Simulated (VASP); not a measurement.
# AlN (Fm-3m) in VASP: further runs, part 2 of 2

VASP 6.6.1. Earlier steps stand in the parts before.

## (3) Single point, PBE

This run uses another cell than the first one, of 8.23 Å³/atom, 1.111 times its volume.

File INCAR:

```
ALGO = Normal
EDIFF = 1E-6
ENCUT = 520
GGA = PE
ISIF = 2
ISMEAR = 0
LASPH = T
LCHARG = F
LREAL = F
LWAVE = F
NBANDS = 11
NELM = 80
PREC = Accurate
SIGMA = 0.01
```

File KPOINTS:

```
k-points
0
Gamma
  6 6 6
```

File POSCAR:

```
AlN
1.0
    0.0000000000      2.0188684857      2.0188684857
    2.0188684857      0.0000000000      2.0188684857
    2.0188684857      2.0188684857      0.0000000000
Al N
1 1
Direct
    0.0000000000      0.0000000000      0.0000000000
    0.5000000000      0.5000000000      0.5000000000
```

Potentials or basis: VASP PAW PBE potentials, release 64 (Al, N).

On the command line:

```sh
cat potpaw_PBE.64/Al/POTCAR potpaw_PBE.64/N/POTCAR > POTCAR
mpirun -np 1 vasp_std > vasp.out
```

OUTCAR:

```text
EDIFF = 1E-6
   ENCUT = 520
   GGA = PE
   ISIF = 2
   ISMEAR = 0
   LASPH = T
   LREAL = F
   NELM = 80
   PREC = Accurate

 ion  position               nearest neighbor table
   1  0.000  0.000  0.000-   2 2.02   2 2.02   2 2.02   2 2.02   2 2.02   2 2.02
   2  0.500  0.500  0.500-   1 2.02   1 2.02   1 2.02   1 2.02   1 2.02   1 2.02

  LATTYP: Found a face centered cubic cell.
 ALAT       =     4.0377369714

  Lattice vectors:

 A1 = (   0.0000000000,   2.0188684857,   2.0188684857)
 A2 = (   2.0188684857,   0.0000000000,   2.0188684857)
 A3 = (   2.0188684857,   2.0188684857,   0.0000000000)

Analysis of symmetry for initial positions (statically):
=====================================================================
 Subroutine PRICEL returns:
 Original cell was already a primitive cell.

 Routine SETGRP: Setting up the symmetry group for a
 face centered cubic supercell.

 Subroutine GETGRP returns: Found 48 space group operations
 (whereof 48 operations were pure point group operations)
 out of a pool of 48 trial point group operations.

The static configuration has the point symmetry O_h .

Analysis of symmetry for dynamics (positions and initial velocities):
=====================================================================
 Subroutine PRICEL returns:
 Original cell was already a primitive cell.

 Routine SETGRP: Setting up the symmetry group for a
 face centered cubic supercell.

 Subroutine GETGRP returns: Found 48 space group operations
 (whereof 48 operations were pure point group operations)
 out of a pool of 48 trial point group operations.

The dynamic configuration has the point symmetry O_h .

 Subroutine INISYM returns: Found 48 space group operations
 (whereof 48 operations are pure point group operations),
 and found     1 'primitive' translations

----------------------------------------------------------------------------------------

                                     Primitive cell

  volume of cell :      16.4571

  direct lattice vectors                    reciprocal lattice vectors
     0.000000000  2.018868486  2.018868486    -0.247663483  0.247663483  0.247663483
     2.018868486  0.000000000  2.018868486     0.247663483 -0.247663483  0.247663483
     2.018868486  2.018868486  0.000000000     0.247663483  0.247663483 -0.247663483

  length of vectors
     2.855111193  2.855111193  2.855111193     0.428965735  0.428965735  0.428965735

  position of ions in fractional coordinates (direct lattice)
     0.000000000  0.000000000  0.000000000
     0.500000000  0.500000000  0.500000000

  ion indices of the primitive-cell ions
   primitive index   ion index
                 1           1
                 2           2

----------------------------------------------------------------------------------------

 KPOINTS: k-points

Automatic generation of k-mesh.
 Grid dimensions read from file:
 generate k-points for:    6    6    6

 Generating k-lattice:

  Cartesian coordinates                     Fractional coordinates (reciprocal lattice)
    -0.041277247  0.041277247  0.041277247     0.166666667  0.000000000  0.000000000
     0.041277247 -0.041277247  0.041277247     0.000000000  0.166666667  0.000000000
     0.041277247  0.041277247 -0.041277247     0.000000000  0.000000000  0.166666667

  Length of vectors
     0.071494289  0.071494289  0.071494289

  Shift w.r.t. Gamma in fractional coordinates (k-lattice)
     0.000000000  0.000000000  0.000000000

 Subroutine IBZKPT returns following result:
 ===========================================

 Found     16 irreducible k-points:

 Following reciprocal coordinates:
            Coordinates               Weight
  0.000000  0.000000  0.000000      1.000000
  0.166667  0.000000  0.000000      8.000000
  0.333333  0.000000  0.000000      8.000000
  0.500000  0.000000  0.000000      4.000000
  0.166667  0.166667  0.000000      6.000000
  0.333333  0.166667  0.000000     24.000000
[... 8 lines left out ...]
 -0.333333  0.333333  0.166667     24.000000
 -0.333333  0.500000  0.166667     12.000000
   k-points           NKPTS =     16   k-points in BZ     NKDIM =     16   number of bands    NBANDS=     11
   number of dos      NEDOS =    301   number of ions     NIONS =      2
   total plane-waves  NPLWV =  13824
   dimension x,y,z NGX =    24 NGY =   24 NGZ =   24
   dimension x,y,z NGXF=    48 NGYF=   48 NGZF=   48
   ions per type =               1   1
   NGX,Y,Z   is equivalent  to a cutoff of  13.97, 13.97, 13.97 a.u.
   NGXF,Y,Z  is equivalent  to a cutoff of  27.95, 27.95, 27.95 a.u.
 SYSTEM =  unknown system
   PREC   = accura    normal or accurate (medium, high low for compatibility)
   ISTART =      0    job   : 0-new  1-cont  2-samecut
   ICHARG =      2    charge: 1-file 2-atom 10-const
   ISPIN  =      1    spin polarized calculation?
   LNONCOLLINEAR =      F non collinear calculations
   LSORBIT =      F    spin-orbit coupling
   LASPH  =      T    aspherical Exc in radial PAW
   ENCUT  =  520.0 eV  38.22 Ry    6.18 a.u.   5.31  5.31  5.31*2*pi/ulx,y,z
   NELM   =     80;   NELMIN=  2; NELMDL= -5     # of ELM steps
   EDIFF  = 0.1E-05   stopping-criterion for ELM
   LREAL  =      F    real-space projection
   EDIFFG = 0.1E-04   stopping-criterion for IOM
   NSW    =      0    number of steps for IOM
   IBRION =     -1    ionic relax: 0-MD 1-quasi-New 2-CG
   NFREE  =      0    steps in history (QN), initial steepest desc. (CG)
   ISIF   =      2    stress and relaxation
   ISYM   =      2    0-nonsym 1-usesym 2-fastsym
   POTIM  = 0.5000    time-step for ionic-motion
   TEBEG  =    0.0;   TEEND  =   0.0 temperature during run
   PSTRESS=    0.0 pullay stress
   NELECT =       8.0000    total number of electrons
   NUPDOWN=      -1.0000    fix difference up-down
   EMIN   =  10.00;   EMAX   =-10.00  energy-range for DOS
   EFERMI =   0.00;   METHOD = LEGACY
   ISMEAR =     0;   SIGMA  =   0.01  broadening in eV -4-tet -1-fermi 0-gaus
   EFERMI_NEDOS =   21; number of points for ismear=-14 and -15
   IALGO  =     38    algorithm
   IMIX   =      4    mixing-type and parameters
     AMIX     =   0.40;   BMIX     =  1.00
     AMIX_MAG =   1.60;   BMIX_MAG =  1.00
  volume/ion in A,a.u.               =       8.23        55.53
  Fermi-wavevector in a.u.,A,eV,Ry     =   1.287222  2.432497 22.544045  1.656941
  Thomas-Fermi vector in A             =   2.419249
   LORBIT       =      0    0 simple, 1 ext, 2 COOP (PROOUT), +10 PAW based schemes
   GGA     = PE    functional components
   LHFCALC =     F    Hartree Fock is set to
   AEXX    =    0.0000 exact exchange contribution
   IVDW    =     0    specifies the selected vdW correction
   LEPSILON=     F    determine dielectric tensor
   LRPA    =     F    only Hartree local field effects (RPA)
 non-spin polarized calculation
 Gauss-broadening in eV      SIGMA  =   0.01
  energy-cutoff  :      520.00
  volume of cell :       16.46
 maximum number of plane-waves:       459
 NGX is ok and might be reduce to    24
   NGX = 11   NGY = 11   NGZ = 11

 number of electron       7.9999999 magnetization

 Free energy of the ion-electron system (eV)
  ---------------------------------------------------
  ext. energy  EPLUGINS =         0.00000000
  ---------------------------------------------------
  free energy    TOTEN  =       -14.53321945 eV

  energy without entropy =      -14.53321945  energy(sigma->0) =      -14.53321945

 E-fermi :  10.1739     XC(G=0): -12.3037

 val. band max:       10.0213676839   @ k =   0.0000   0.0000   0.0000
 cond. band min:      14.6623297119   @ k =   0.5000   0.5000   0.0000
 fundamental gap:      4.6409620279
 Fermi energy:        10.1738911071

 k-point     1 :       0.0000    0.0000    0.0000
  band No.  band energies     occupation
      1      -7.5704      2.00000
      2      10.0214      2.00000
      3      10.0214      2.00000
      4      10.0214      2.00000
      5      15.7579      0.00000
      6      22.1974      0.00000
      7      22.1974      0.00000
      8      22.1974      0.00000
      9      27.3495      0.00000
     10      27.8367      0.00000
     11      27.8367      0.00000
[... 197 lines left out ...]
 k-point    16 :      -0.3333    0.5000    0.1667
  band No.  band energies     occupation
      1      -3.1856      2.00000
      2       3.3764      2.00000
      3       5.4682      2.00000
      4       6.3455      2.00000
      5      16.9994      0.00000
      6      18.3443      0.00000
      7      22.7036      0.00000
      8      23.7340      0.00000
      9      28.1043      0.00000
     10      31.7019      0.00000
     11      34.9756      0.00000

------------------------ aborting loop because EDIFF is reached ----------------------------------------

  FORCE on cell =-STRESS in cart. coord.  units (eV):
  Direction    XX          YY          ZZ          XY          YZ          ZX
  --------------------------------------------------------------------------------------
  -------------------------------------------------------------------------------------
  Total        0.6276788      0.6276788      0.6276788     -0.0000000      0.0000000      0.0000000
  in kB       61.1074235     61.1074235     61.1074235     -0.0000000      0.0000000      0.0000000
  external PRESSURE =      61.1074235 kB  Pullay stress =       0.0000000 kB

 VOLUME and BASIS-vectors are now :
 -----------------------------------------------------------------------------
  energy-cutoff  :      520.00
  volume of cell :       16.46
      direct lattice vectors                 reciprocal lattice vectors
     0.000000000  2.018868486  2.018868486    -0.247663483  0.247663483  0.247663483
     2.018868486  0.000000000  2.018868486     0.247663483 -0.247663483  0.247663483
     2.018868486  2.018868486  0.000000000     0.247663483  0.247663483 -0.247663483

 POSITION                                       TOTAL-FORCE (eV/Angst)
 -----------------------------------------------------------------------------------
      0.00000      0.00000      0.00000        -0.000000      0.000000      0.000000
      2.01887      2.01887      2.01887         0.000000     -0.000000     -0.000000
 -----------------------------------------------------------------------------------
    total drift:                               -0.000000     -0.000000      0.000000

  FREE ENERGIE OF THE ION-ELECTRON SYSTEM (eV)
  ---------------------------------------------------
  free  energy   TOTEN  =       -14.5332194498 eV

  energy  without entropy=      -14.5332194498  energy(sigma->0) =      -14.53321945
```

stdout:

```text
POSCAR found type information on POSCAR AlN
 POSCAR found :  2 types and       2 ions
 scaLAPACK will be used
 LDA part: xc-table for (Slater+PW92), standard interpolation
 POSCAR, INCAR and KPOINTS ok, starting setup
 FFT: planning ... GRIDC
 FFT: planning ... GRID_SOFT
 FFT: planning ... GRID
 WAVECAR not read
 entering main loop
```

Run time: 4.2 s. Hardware: 1 thread of Intel Xeon 6975P-C, shared host; peak memory 0.13 GiB.

Results:

```
Free energy            : -14.5332 eV
Pressure               : 6.1 GPa
Band gap on the k mesh : 4.64 eV, indirect (least direct gap 5.74 eV)
```

Levels at points of the mesh, in eV from the valence-band top:
```tsv
k point	band 1	band 2	band 3	band 4	band 5	band 6	band 7	band 8
(0.00, 0.00, 0.00)	-17.59	0.00	0.00	0.00	5.74	12.18	12.18	12.18
(0.50, 0.00, 0.00)	-14.31	-8.33	-1.08	-1.08	6.16	11.03	11.03	13.36
(0.50, 0.50, 0.00)	-13.33	-7.41	-2.81	-2.81	4.64	5.29	14.10	17.31
```

Caveat: the k points lie up to 0.45 Å⁻¹ apart. A k mesh can miss the band edges.

## (4) Single point, PBE (volume changed by -5%)

File INCAR:

```
PREC = Accurate
ENCUT = 520
EDIFF = 1E-6
ISMEAR = 0
SIGMA = 0.01
LREAL = False
LASPH = True
NELM = 100
ALGO = Normal
ISIF = 2
LWAVE = False
LCHARG = False
GGA = PE
NBANDS = 11
```

File KPOINTS:

```
Automatic mesh
0
Gamma
  6 6 6
```

File POSCAR:

```
AlN
1.0
    0.0000000000      1.9846437640      1.9846437640
    1.9846437640      0.0000000000      1.9846437640
    1.9846437640      1.9846437640      0.0000000000
Al N
1 1
Direct
    0.0000000000      0.0000000000      0.0000000000
    0.5000000000      0.5000000000      0.5000000000
```

Potentials or basis: VASP PAW PBE potentials, release 64 (Al, N).

On the command line:

```sh
cat potpaw_PBE.64/Al/POTCAR potpaw_PBE.64/N/POTCAR > POTCAR
mpirun -np 1 vasp_std > vasp.out
```

OUTCAR:

```text
PREC = Accurate
   ENCUT = 520
   EDIFF = 1E-6
   ISMEAR = 0
   LREAL = False
   LASPH = True
   NELM = 100
   ISIF = 2
   GGA = PE

 ion  position               nearest neighbor table
   1  0.000  0.000  0.000-   2 1.98   2 1.98   2 1.98   2 1.98   2 1.98   2 1.98
   2  0.500  0.500  0.500-   1 1.98   1 1.98   1 1.98   1 1.98   1 1.98   1 1.98

  LATTYP: Found a face centered cubic cell.
 ALAT       =     3.9692875280

  Lattice vectors:

 A1 = (   0.0000000000,   1.9846437640,   1.9846437640)
[... 400 lines left out ...]
------------------------ aborting loop because EDIFF is reached ----------------------------------------

  FORCE on cell =-STRESS in cart. coord.  units (eV):
  Direction    XX          YY          ZZ          XY          YZ          ZX
  --------------------------------------------------------------------------------------
  -------------------------------------------------------------------------------------
  Total        2.1253864      2.1253864      2.1253864      0.0000000     -0.0000000      0.0000000
  in kB      217.8064759    217.8064759    217.8064759      0.0000000     -0.0000000      0.0000000
  external PRESSURE =     217.8064759 kB  Pullay stress =       0.0000000 kB

 VOLUME and BASIS-vectors are now :
 -----------------------------------------------------------------------------
  energy-cutoff  :      520.00
  volume of cell :       15.63
      direct lattice vectors                 reciprocal lattice vectors
     0.000000000  1.984643764  1.984643764    -0.251934382  0.251934382  0.251934382
     1.984643764  0.000000000  1.984643764     0.251934382 -0.251934382  0.251934382
     1.984643764  1.984643764  0.000000000     0.251934382  0.251934382 -0.251934382

 POSITION                                       TOTAL-FORCE (eV/Angst)
 -----------------------------------------------------------------------------------
      0.00000      0.00000      0.00000        -0.000000      0.000000      0.000000
      1.98464      1.98464      1.98464         0.000000     -0.000000     -0.000000
 -----------------------------------------------------------------------------------
    total drift:                               -0.000000     -0.000000      0.000000

  FREE ENERGIE OF THE ION-ELECTRON SYSTEM (eV)
  ---------------------------------------------------
  free  energy   TOTEN  =       -14.4626052876 eV

  energy  without entropy=      -14.4626052876  energy(sigma->0) =      -14.46260529
```

stdout:

```text
POSCAR found type information on POSCAR AlN
 POSCAR found :  2 types and       2 ions
 scaLAPACK will be used
 LDA part: xc-table for (Slater+PW92), standard interpolation
 POSCAR, INCAR and KPOINTS ok, starting setup
 FFT: planning ... GRIDC
 FFT: planning ... GRID_SOFT
 FFT: planning ... GRID
 WAVECAR not read
 entering main loop
```

Wall time 5.1 s (1 thread of Intel Xeon 6975P-C, shared host); peak memory 0.13 GiB.

Results:

```yaml
Free_energy: -14.4626 eV
Pressure: 21.8 GPa
Band_gap_on_the_k_mesh: 5.15 eV, indirect (least direct gap 6.50 eV)
```

Caveat: the k points lie up to 0.46 Å⁻¹ apart; the cell differs from its parent crystal (volume changed by -5%). A k mesh can miss the band edges.

## (5) Single point, PBE (volume changed by +5%)

File INCAR:

```
SYSTEM = AlN
  ALGO = Normal
  EDIFF = 1E-6
  ENCUT = 520
  GGA = PE
  ISIF = 2
  ISMEAR = 0
  LASPH = .True.
  LCHARG = .False.
  LREAL = .False.
  LWAVE = .False.
  NBANDS = 11
  NELM = 60
  PREC = Accurate
  SIGMA = 0.01
```

File KPOINTS:

```
k-points
0
Gamma
  6 6 6
  0 0 0
```

File POSCAR:

```
AlN
1.0
    0.0000000000      2.0519705737      2.0519705737
    2.0519705737      0.0000000000      2.0519705737
    2.0519705737      2.0519705737      0.0000000000
Al N
1 1
Direct
    0.0000000000      0.0000000000      0.0000000000
    0.5000000000      0.5000000000      0.5000000000
```

On the command line:

```sh
cat potpaw_PBE.64/Al/POTCAR potpaw_PBE.64/N/POTCAR > POTCAR
mpirun -np 1 vasp_std > vasp.out
```

Run time: 4.2 s. Hardware: 1 thread of Intel Xeon 6975P-C, shared host; peak memory 0.13 GiB.

It converged, with:

```
Free energy            : -14.5324 eV
Pressure               : -6.2 GPa
Band gap on the k mesh : 4.18 eV, indirect (least direct gap 5.05 eV)
```

Levels at points of the mesh, in eV from the valence-band top:
```
           k point  band 1  band 2  band 3  band 4  band 5  band 6  band 7  band 8
(0.00, 0.00, 0.00)  -17.16    0.00    0.00    0.00    5.05   12.02   12.02   12.02
(0.50, 0.00, 0.00)  -14.07   -8.03   -1.00   -1.00    5.85   10.64   10.64   12.63
(0.50, 0.50, 0.00)  -13.15   -7.09   -2.68   -2.68    4.18    5.37   13.51   16.55
```

Caveat: the k points lie up to 0.44 Å⁻¹ apart; the cell differs from its parent crystal (volume changed by +5%). A k mesh can miss the band edges.

## (6) Single point, PBE (volume changed by +10%)

File INCAR:

```
SYSTEM = AlN
PREC = Accurate
ENCUT = 520
EDIFF = 1E-6
ISMEAR = 0
SIGMA = 0.01
LREAL = .FALSE.
LASPH = .TRUE.
NELM = 60
ALGO = Normal
ISIF = 2
LWAVE = .FALSE.
LCHARG = .FALSE.
GGA = PE
NBANDS = 11
```

File KPOINTS:

```
regular mesh
0
G
  6 6 6
  0 0 0
```

File POSCAR:

```
AlN
1.0
    0.0000000000      2.0840377935      2.0840377935
    2.0840377935      0.0000000000      2.0840377935
    2.0840377935      2.0840377935      0.0000000000
Al N
1 1
Direct
    0.0000000000      0.0000000000      0.0000000000
    0.5000000000      0.5000000000      0.5000000000
```

Potentials or basis: VASP PAW PBE potentials, release 64 (Al, N).

On the command line:

```sh
cat potpaw_PBE.64/Al/POTCAR potpaw_PBE.64/N/POTCAR > POTCAR
mpirun -np 1 vasp_std > vasp.out
```

Run time: 6 s. Hardware: 1 thread of Intel Xeon 6975P-C, shared host; peak memory 0.13 GiB.

It converged, with:

* Free energy: -14.4757 eV
* Pressure: -15.7 GPa
* Band gap on the k mesh: 3.76 eV, indirect (least direct gap 4.42 eV)

Levels at points of the mesh, in eV from the valence-band top:
```tsv
k point	band 1	band 2	band 3	band 4	band 5	band 6	band 7	band 8
(0.00, 0.00, 0.00)	-16.76	0.00	0.00	0.00	4.42	11.86	11.86	11.86
(0.50, 0.00, 0.00)	-13.85	-7.75	-0.92	-0.92	5.57	10.27	10.27	11.94
(0.50, 0.50, 0.00)	-12.99	-6.79	-2.57	-2.57	3.76	5.43	12.97	15.85
```

Caveat: the k points lie up to 0.44 Å⁻¹ apart; the cell differs from its parent crystal (volume changed by +10%). A k mesh can miss the band edges.

## (7) Summary

```tsv
cell	gap on the mesh (eV)	pressure (GPa)
a = 2.757 Å, angles 60.0°, 2 atoms	5.09	41.9
a = 2.855 Å, angles 60.0°, 2 atoms	4.64	6.1
a = 2.807 Å, angles 60.0°, 2 atoms	5.15	21.8
a = 2.902 Å, angles 60.0°, 2 atoms	4.18	-6.2
a = 2.947 Å, angles 60.0°, 2 atoms	3.76	-15.7
```

Alike in all rows: task single point; level PBE; potentials or basis VASP PAW PBE potentials, release 64 (Al, N); no spin polarisation; k mesh 6 × 6 × 6; cutoff (eV) 520; smearing gaussian 0.01 eV.

Caveats: all runs use coarse meshes.

Total energies depend on the potentials used, so only differences within one code and one set of settings carry meaning.
